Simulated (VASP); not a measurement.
Set up this calculation in VASP 6.6.1, as the native input.

* Task: electric field gradients
* Functional: LDA
* Potentials or basis: VASP PAW LDA potentials, release 64 (Cs_sv, I)
* Cutoff: 400 eV
* k mesh: 7 × 7 × 7
* Occupations: fermi-dirac, width 0.01 eV
* Spin: no spin polarisation
* Dipole correction: no
* Further INCAR settings: ALGO = Normal; EDIFF = 1e-08; NBANDS = 15

The structure of CsI lies in POSCAR:

```
CsI
1.0
    4.5667000000      0.0000000000      0.0000000000
    0.0000000000      4.5667000000      0.0000000000
    0.0000000000      0.0000000000      4.6123670000
Cs I
1 1
Direct
    0.0000000000      0.0000000000      0.0000000000
    0.5000000000      0.5000000000      0.5000000000
```

This cell differs from its parent crystal: zz strain of +1 %.

These files were run (other wordings do the same):

INCAR

```
SYSTEM = CsI
PREC = Accurate ; ENCUT = 400
EDIFF = 1E-8 ; ISMEAR = -1
SIGMA = 0.01 ; LREAL = .False.
LASPH = .True. ; NELM = 120
ALGO = Normal ; ISIF = 2
LWAVE = .False. ; LCHARG = .False.
GGA = CA ; LEFG = .True.
NBANDS = 15 ; GGA_COMPAT = .False.
```

KPOINTS

```
regular mesh
0
Gamma
  7 7 7
  0 0 0
```

Potentials or basis: VASP PAW LDA potentials, release 64 (Cs_sv, I).

Run with:

```console
$ cat potpaw_LDA.64/Cs_sv/POTCAR potpaw_LDA.64/I/POTCAR > POTCAR
$ mpirun -np 1 vasp_std > vasp.out
```

It gave:

```yaml
Pressure: -1.5 GPa
Band_gap_on_the_k_mesh: 3.51 eV, indirect (least direct gap 3.58 eV)
```

Caveat: the cell differs from its parent crystal (zz strain of +1 %); without QUAD_EFG the Cq values of the log hold for a quadrupole moment of 1 mb, not for the nuclei; spin-orbit coupling is left out, which moves the levels of the heavy elements.

Run time: 29 s on 1 thread of Intel(R) Xeon(R) Platinum 8259CL CPU @ 2.50GHz (Skylake/Cascade Lake), with other jobs on the host, peak memory 0.17 GiB.
